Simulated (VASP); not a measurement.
# MgO (P6_3mc) in VASP: notebook, part 2 of 2

VASP 6.6.1. Earlier steps stand in the parts before.

## (4) Single point, PBEsol (c/a of the conventional cell at fixed volume 1.5802)

The input, INCAR:

```
PREC = Accurate
ENCUT = 520
EDIFF = 1E-6
ISMEAR = 0
SIGMA = 0.05
LREAL = F
LASPH = T
NELM = 80
ALGO = Normal
ISIF = 2
LWAVE = F
LCHARG = T
GGA = PS
LELF = T
LVHAR = T
NBANDS = 16
```

The input, KPOINTS:

```
Automatic mesh
0
Gamma
  9 9 6
```

The input, POSCAR:

```
MgO
1.0
    3.2605657016      0.0000000000      0.0000000000
   -1.6302828508      2.8237327283      0.0000000000
    0.0000000000      0.0000000000      5.1523459217
Mg O
2 2
Direct
    0.3333333333      0.6666666667      0.0154725274
    0.6666666667      0.3333333333      0.5154725274
    0.3333333333      0.6666666667      0.4009416620
    0.6666666667      0.3333333333      0.9009416620
```

Potentials or basis: VASP PAW PBE potentials, release 64 (Mg, O).

On the command line:

```bash
> cat potpaw_PBE.64/Mg/POTCAR potpaw_PBE.64/O/POTCAR > POTCAR
> mpirun -np 1 vasp_std > vasp.out
```

OUTCAR:

```text
PREC = Accurate
   ENCUT = 520
   EDIFF = 1E-6
   ISMEAR = 0
   LREAL = F
   LASPH = T
   NELM = 80
   ISIF = 2
   GGA = PS

 ion  position               nearest neighbor table
   1  0.333  0.667  0.015-   4 1.97   4 1.97   4 1.97   3 1.99   2 3.19   2 3.19   2 3.19   2 3.19
                             2 3.19   2 3.19
   2  0.667  0.333  0.515-   3 1.97   3 1.97   3 1.97   4 1.99   1 3.19   1 3.19   1 3.19   1 3.19
                             1 3.19   1 3.19
   3  0.333  0.667  0.401-   2 1.97   2 1.97   2 1.97   1 1.99
   4  0.667  0.333  0.901-   1 1.97   1 1.97   1 1.97   2 1.99

  LATTYP: Found a hexagonal cell.
 ALAT       =     3.2605657016
 C/A-ratio  =     1.5802000000

  Lattice vectors:

 A1 = (   3.2605657016,   0.0000000000,   0.0000000000)
 A2 = (  -1.6302828508,   2.8237327283,   0.0000000000)
 A3 = (   0.0000000000,   0.0000000000,   5.1523459217)

Analysis of symmetry for initial positions (statically):
=====================================================================
 Subroutine PRICEL returns:
 Original cell was already a primitive cell.

 Routine SETGRP: Setting up the symmetry group for a
 hexagonal supercell.

 Subroutine GETGRP returns: Found 12 space group operations
 (whereof  6 operations were pure point group operations)
 out of a pool of 24 trial point group operations.

The static configuration has the point symmetry C_3v.
 The point group associated with its full space group is C_6v.

Analysis of symmetry for dynamics (positions and initial velocities):
=====================================================================
 Subroutine PRICEL returns:
 Original cell was already a primitive cell.

 Routine SETGRP: Setting up the symmetry group for a
 hexagonal supercell.

 Subroutine GETGRP returns: Found 12 space group operations
 (whereof  6 operations were pure point group operations)
 out of a pool of 24 trial point group operations.

The dynamic configuration has the point symmetry C_3v.
 The point group associated with its full space group is C_6v.

 Subroutine INISYM returns: Found 12 space group operations
 (whereof  6 operations are pure point group operations),
 and found     1 'primitive' translations

----------------------------------------------------------------------------------------

                                     Primitive cell

  volume of cell :      47.4375

  direct lattice vectors                    reciprocal lattice vectors
     3.260565702  0.000000000  0.000000000     0.306695246  0.177070583  0.000000000
    -1.630282851  2.823732728  0.000000000     0.000000000  0.354141166  0.000000000
     0.000000000  0.000000000  5.152345922     0.000000000  0.000000000  0.194086347

  length of vectors
     3.260565702  3.260565702  5.152345922     0.354141166  0.354141166  0.194086347

  position of ions in fractional coordinates (direct lattice)
     0.333333333  0.666666667  0.015472527
     0.666666667  0.333333333  0.515472527
     0.333333333  0.666666667  0.400941662
     0.666666667  0.333333333  0.900941662

  ion indices of the primitive-cell ions
   primitive index   ion index
                 1           1
                 2           2
                 3           3
                 4           4

----------------------------------------------------------------------------------------

 KPOINTS: Automatic mesh

Automatic generation of k-mesh.
 Grid dimensions read from file:
 generate k-points for:    9    9    6

 Generating k-lattice:

  Cartesian coordinates                     Fractional coordinates (reciprocal lattice)
     0.034077250  0.019674509  0.000000000     0.111111111  0.000000000  0.000000000
     0.000000000  0.039349018  0.000000000     0.000000000  0.111111111  0.000000000
     0.000000000  0.000000000  0.032347725     0.000000000  0.000000000  0.166666667

  Length of vectors
     0.039349018  0.039349018  0.032347725

  Shift w.r.t. Gamma in fractional coordinates (k-lattice)
     0.000000000  0.000000000  0.000000000

 Subroutine IBZKPT returns following result:
 ===========================================

 Found     48 irreducible k-points:

 Following reciprocal coordinates:
            Coordinates               Weight
  0.000000  0.000000  0.000000      1.000000
  0.111111  0.000000  0.000000      6.000000
  0.222222  0.000000  0.000000      6.000000
  0.333333  0.000000  0.000000      6.000000
  0.444444  0.000000  0.000000      6.000000
  0.111111  0.111111  0.000000      6.000000
[... 16 lines left out ...]
  0.333333  0.222222  0.166667     24.000000
  0.333333  0.333333  0.166667      4.000000
 [... further k-points ...]
   k-points           NKPTS =     48   k-points in BZ     NKDIM =     48   number of bands    NBANDS=     16
   number of dos      NEDOS =    301   number of ions     NIONS =      4
   total plane-waves  NPLWV =  23040
   dimension x,y,z NGX =    24 NGY =   24 NGZ =   40
   dimension x,y,z NGXF=    48 NGYF=   48 NGZF=   80
   ions per type =               2   2
   NGX,Y,Z   is equivalent  to a cutoff of  12.24, 12.24, 12.91 a.u.
   NGXF,Y,Z  is equivalent  to a cutoff of  24.47, 24.47, 25.81 a.u.
 SYSTEM =  unknown system
   PREC   = accura    normal or accurate (medium, high low for compatibility)
   ISTART =      0    job   : 0-new  1-cont  2-samecut
   ICHARG =      2    charge: 1-file 2-atom 10-const
   ISPIN  =      1    spin polarized calculation?
   LNONCOLLINEAR =      F non collinear calculations
   LSORBIT =      F    spin-orbit coupling
   LASPH  =      T    aspherical Exc in radial PAW
   ENCUT  =  520.0 eV  38.22 Ry    6.18 a.u.   6.06  6.06  9.58*2*pi/ulx,y,z
   NELM   =     80;   NELMIN=  2; NELMDL= -5     # of ELM steps
   EDIFF  = 0.1E-05   stopping-criterion for ELM
   LREAL  =      F    real-space projection
   EDIFFG = 0.1E-04   stopping-criterion for IOM
   NSW    =      0    number of steps for IOM
   IBRION =     -1    ionic relax: 0-MD 1-quasi-New 2-CG
   NFREE  =      0    steps in history (QN), initial steepest desc. (CG)
   ISIF   =      2    stress and relaxation
   ISYM   =      2    0-nonsym 1-usesym 2-fastsym
   POTIM  = 0.5000    time-step for ionic-motion
   TEBEG  =    0.0;   TEEND  =   0.0 temperature during run
   PSTRESS=    0.0 pullay stress
   NELECT =      16.0000    total number of electrons
   NUPDOWN=      -1.0000    fix difference up-down
   EMIN   =  10.00;   EMAX   =-10.00  energy-range for DOS
   EFERMI =   0.00;   METHOD = LEGACY
   ISMEAR =     0;   SIGMA  =   0.05  broadening in eV -4-tet -1-fermi 0-gaus
   EFERMI_NEDOS =   21; number of points for ismear=-14 and -15
   IALGO  =     38    algorithm
   IMIX   =      4    mixing-type and parameters
     AMIX     =   0.40;   BMIX     =  1.00
     AMIX_MAG =   1.60;   BMIX_MAG =  1.00
  volume/ion in A,a.u.               =      11.86        80.03
  Fermi-wavevector in a.u.,A,eV,Ry     =   1.139570  2.153475 17.668792  1.298620
  Thomas-Fermi vector in A             =   2.276273
   LORBIT       =      0    0 simple, 1 ext, 2 COOP (PROOUT), +10 PAW based schemes
   GGA     = PS    functional components
   LHFCALC =     F    Hartree Fock is set to
   AEXX    =    0.0000 exact exchange contribution
   IVDW    =     0    specifies the selected vdW correction
   LEPSILON=     F    determine dielectric tensor
   LRPA    =     F    only Hartree local field effects (RPA)
 non-spin polarized calculation
 Gauss-broadening in eV      SIGMA  =   0.05
  energy-cutoff  :      520.00
  volume of cell :       47.44
 maximum number of plane-waves:      1302
   NGX = 13   NGY = 13   NGZ = 19

 number of electron      16.0000014 magnetization

 Free energy of the ion-electron system (eV)
  ---------------------------------------------------
  ext. energy  EPLUGINS =         0.00000000
  ---------------------------------------------------
  free energy    TOTEN  =       -24.54298789 eV

  energy without entropy =      -24.54298789  energy(sigma->0) =      -24.54298789

 E-fermi :   1.0424     XC(G=0):  -9.9556

 val. band max:        0.8096883537   @ k =   0.0000   0.0000   0.0000
 cond. band min:       4.3175043588   @ k =   0.0000   0.0000   0.0000
 fundamental gap:      3.5078160051
 Fermi energy:         1.0423895981

 k-point     1 :       0.0000    0.0000    0.0000
  band No.  band energies     occupation
      1     -15.1800      2.00000
      2     -14.4351      2.00000
      3      -2.4047      2.00000
      4       0.3491      2.00000
      5       0.3491      2.00000
      6       0.6130      2.00000
[... 433 lines left out ...]
      3      -1.6809      2.00000
      4      -1.2058      2.00000
      5      -1.2058      2.00000
      6      -0.5346      2.00000
[... 8 lines left out ...]
     15      14.3492      0.00000
     16      18.3114      0.00000

 [... further k-points ...]
[... 5 lines left out ...]
  --------------------------------------------------------------------------------------
  -------------------------------------------------------------------------------------
  Total        0.2759437      0.2759437     -0.2661943      0.0000000      0.0000000     -0.0000000
  in kB        9.3198621      9.3198621     -8.9905809      0.0000000      0.0000000     -0.0000000
  external PRESSURE =       3.2163811 kB  Pullay stress =       0.0000000 kB

 VOLUME and BASIS-vectors are now :
 -----------------------------------------------------------------------------
  energy-cutoff  :      520.00
  volume of cell :       47.44
      direct lattice vectors                 reciprocal lattice vectors
     3.260565702  0.000000000  0.000000000     0.306695246  0.177070583  0.000000000
    -1.630282851  2.823732728  0.000000000     0.000000000  0.354141166  0.000000000
     0.000000000  0.000000000  5.152345922     0.000000000  0.000000000  0.194086347

 POSITION                                       TOTAL-FORCE (eV/Angst)
 -----------------------------------------------------------------------------------
     -0.00000      1.88249      0.07972         0.000000      0.000000     -0.033328
      1.63028      0.94124      2.65589        -0.000000      0.000000     -0.033328
     -0.00000      1.88249      2.06579         0.000000      0.000000      0.033328
      1.63028      0.94124      4.64196        -0.000000     -0.000000      0.033328
 -----------------------------------------------------------------------------------
    total drift:                               -0.000000      0.000000      0.000088

  FREE ENERGIE OF THE ION-ELECTRON SYSTEM (eV)
  ---------------------------------------------------
  free  energy   TOTEN  =       -24.5429878918 eV

  energy  without entropy=      -24.5429878918  energy(sigma->0) =      -24.54298789
```

It took 10 s on 1 thread of Intel Xeon 6975P-C (Granite Rapids), shared host; peak memory 0.17 GiB.

What came out:

```yaml
Free_energy: -24.5430 eV
Pressure: 0.3 GPa
Largest_force: 0.033 eV/Å
Band_gap_on_the_k_mesh: 3.51 eV, direct
```

Forces on the atoms (eV/Å):
```
Mg   0.000  0.000 -0.033
Mg   0.000  0.000 -0.033
O    0.000  0.000  0.033
O    0.000  0.000  0.033
```

Stress tensor (GPa, compression positive):
```
 0.93  0.00  0.00
 0.00  0.93  0.00
 0.00  0.00 -0.90
```

Levels at points of the mesh, in eV from the valence-band top:
| k point | band 6 | band 7 | band 8 | band 9 | band 10 | band 11 |
| --- | --- | --- | --- | --- | --- | --- |
| (0.00, 0.00, 0.00) | -0.20 | -0.20 | 0.00 | 3.51 | 8.51 | 10.04 |
| (0.00, 0.00, 0.50) | -0.33 | -0.33 | -0.33 | 5.95 | 5.95 | 12.91 |

Caveat: the PAW data sets were made with another functional, which shifts forces and pressure a little.

## (5) Single point, PBEsol (c/a of the conventional cell at fixed volume 1.6410)

The input, INCAR:

```
  PREC = Accurate
  ENCUT = 520
  EDIFF = 1E-7
  ISMEAR = 0
  SIGMA = 0.05
  LREAL = False
  LASPH = True
  NELM = 60
  ALGO = Normal
  ISIF = 2
  LWAVE = False
  LCHARG = True
  GGA = PS
  LELF = True
  LVHAR = True
  NBANDS = 16
```

KPOINTS is that of step 4.

The input, POSCAR:

```
MgO
1.0
    3.2197892641      0.0000000000      0.0000000000
   -1.6098946321      2.7884192976      0.0000000000
    0.0000000000      0.0000000000      5.2836741825
Mg O
2 2
Direct
    0.3333333333      0.6666666667     -0.0081359286
    0.6666666667      0.3333333333      0.4918640714
    0.3333333333      0.6666666667      0.4009416620
    0.6666666667      0.3333333333      0.9009416620
```

Potentials or basis: VASP PAW PBE potentials, release 64 (Mg, O).

On the command line:

```bash
> cat potpaw_PBE.64/Mg/POTCAR potpaw_PBE.64/O/POTCAR > POTCAR
> mpirun -np 1 vasp_std > vasp.out
```

OUTCAR:

```text
PREC = Accurate
   ENCUT = 520
   EDIFF = 1E-7
   ISMEAR = 0
   LREAL = False
   LASPH = True
   NELM = 60
   ISIF = 2
   GGA = PS

 ion  position               nearest neighbor table
   1  0.333  0.667  0.992-   4 1.92   4 1.92   4 1.92   3 2.16   2 3.23   2 3.23   2 3.23   2 3.23
                             2 3.23   2 3.23
   2  0.667  0.333  0.492-   3 1.92   3 1.92   3 1.92   4 2.16   1 3.23   1 3.23   1 3.23   1 3.23
                             1 3.23   1 3.23
   3  0.333  0.667  0.401-   2 1.92   2 1.92   2 1.92   1 2.16
   4  0.667  0.333  0.901-   1 1.92   1 1.92   1 1.92   2 2.16

  LATTYP: Found a hexagonal cell.
 ALAT       =     3.2197892641
 C/A-ratio  =     1.6410000000

  Lattice vectors:

 A1 = (   3.2197892641,   0.0000000000,   0.0000000000)
 A2 = (  -1.6098946321,   2.7884192976,   0.0000000000)
 A3 = (   0.0000000000,   0.0000000000,   5.2836741825)

Analysis of symmetry for initial positions (statically):
=====================================================================
 Subroutine PRICEL returns:
 Original cell was already a primitive cell.

 Routine SETGRP: Setting up the symmetry group for a
 hexagonal supercell.

[... 169 lines left out ...]
  free energy    TOTEN  =       -24.35116905 eV

  energy without entropy =      -24.35116905  energy(sigma->0) =      -24.35116905

 E-fermi :   1.1717     XC(G=0):  -9.9485

 val. band max:        0.8956147756   @ k =   0.0000   0.0000   0.0000
 cond. band min:       4.2869312073   @ k =   0.0000   0.0000   0.0000
 fundamental gap:      3.3913164317
 Fermi energy:         1.1716845152

 k-point     1 :       0.0000    0.0000    0.0000
  band No.  band energies     occupation
      1     -15.1994      2.00000
      2     -14.5225      2.00000
      3      -2.4300      2.00000
      4       0.3123      2.00000
      5       0.3123      2.00000
      6       0.5447      2.00000
[... 433 lines left out ...]
      3      -1.7004      2.00000
      4      -1.1811      2.00000
      5      -1.1811      2.00000
      6      -0.6510      2.00000
[... 8 lines left out ...]
     15      14.1267      0.00000
     16      18.7728      0.00000

 [... further k-points ...]
[... 5 lines left out ...]
  --------------------------------------------------------------------------------------
  -------------------------------------------------------------------------------------
  Total        2.5509745      2.5509745     -2.7713654     -0.0000000      0.0000000      0.0000000
  in kB       86.1579065     86.1579065    -93.6015007     -0.0000000      0.0000000      0.0000000
  external PRESSURE =      26.2381041 kB  Pullay stress =       0.0000000 kB

 VOLUME and BASIS-vectors are now :
 -----------------------------------------------------------------------------
  energy-cutoff  :      520.00
  volume of cell :       47.44
      direct lattice vectors                 reciprocal lattice vectors
     3.219789264  0.000000000  0.000000000     0.310579332  0.179313061  0.000000000
    -1.609894632  2.788419298  0.000000000     0.000000000  0.358626122  0.000000000
     0.000000000  0.000000000  5.283674183     0.000000000  0.000000000  0.189262238

 POSITION                                       TOTAL-FORCE (eV/Angst)
 -----------------------------------------------------------------------------------
     -0.00000      1.85895      5.24069         0.000000     -0.000000      0.812145
      1.60989      0.92947      2.59885        -0.000000      0.000000      0.812145
     -0.00000      1.85895      2.11845        -0.000000      0.000000     -0.812145
      1.60989      0.92947      4.76028         0.000000      0.000000     -0.812145
 -----------------------------------------------------------------------------------
    total drift:                               -0.000000      0.000000      0.001701

  FREE ENERGIE OF THE ION-ELECTRON SYSTEM (eV)
  ---------------------------------------------------
  free  energy   TOTEN  =       -24.3511690454 eV

  energy  without entropy=      -24.3511690454  energy(sigma->0) =      -24.35116905
```

stdout:

```text
POSCAR found type information on POSCAR MgO
 POSCAR found :  2 types and       4 ions
 scaLAPACK will be used
 -----------------------------------------------------------------------------
|                                                                             |
|                                                                             |
|     You enforced a specific xc type in the INCAR file but a different       |
|     I HOPE YOU KNOW WHAT YOU ARE DOING!                                     |
|                                                                             |
 -----------------------------------------------------------------------------

 LDA part: xc-table for (Slater+PW92), standard interpolation
 POSCAR, INCAR and KPOINTS ok, starting setup
 FFT: planning ... GRIDC
 FFT: planning ... GRID_SOFT
 FFT: planning ... GRID
 WAVECAR not read
 entering main loop
```

Wall time 10 s (1 thread of Intel Xeon 6975P-C (Granite Rapids), shared host); peak memory 0.17 GiB.

Results:

| Property | Result |
| --- | --- |
| Free energy | -24.3512 eV |
| Pressure | 2.6 GPa |
| Largest force | 0.812 eV/Å |
| Band gap on the k mesh | 3.39 eV, direct |

Forces on the atoms (eV/Å):
```
Mg   0.000  0.000  0.812
Mg   0.000  0.000  0.812
O    0.000  0.000 -0.812
O    0.000  0.000 -0.812
```

Caveat: the PAW data sets were made with another functional, which shifts forces and pressure a little. A k mesh can miss the band edges.

## (6) The runs side by side

| cell | gap on the mesh (eV) | pressure (GPa) | largest force (eV/Å) |
| --- | --- | --- | --- |
| a = 3.261, b = 3.261, c = 5.152 Å, angles 90.0, 90.0, 120.0°, 4 atoms | 3.51 | 0.3 | 0.03 |
| a = 3.282, b = 3.282, c = 5.086 Å, angles 90.0, 90.0, 120.0°, 4 atoms | 3.55 | 1.1 | 0.86 |
| a = 3.220, b = 3.220, c = 5.284 Å, angles 90.0, 90.0, 120.0°, 4 atoms | 3.39 | 2.6 | 0.81 |

Some of these runs hold the atoms at other places in the same cell, which the table doesn't show; runs alike in all that it shows share one row.

Alike in all rows: task single point; level PBEsol; potentials or basis VASP PAW PBE potentials, release 64 (Mg, O); no spin polarisation; k mesh 9 × 9 × 6; cutoff (eV) 520; smearing gaussian 0.05 eV.

Caveats: the PAW data sets were made with another functional, which shifts forces and pressure a little.

Total energies depend on the potentials used, so only differences within one code and one set of settings carry meaning.
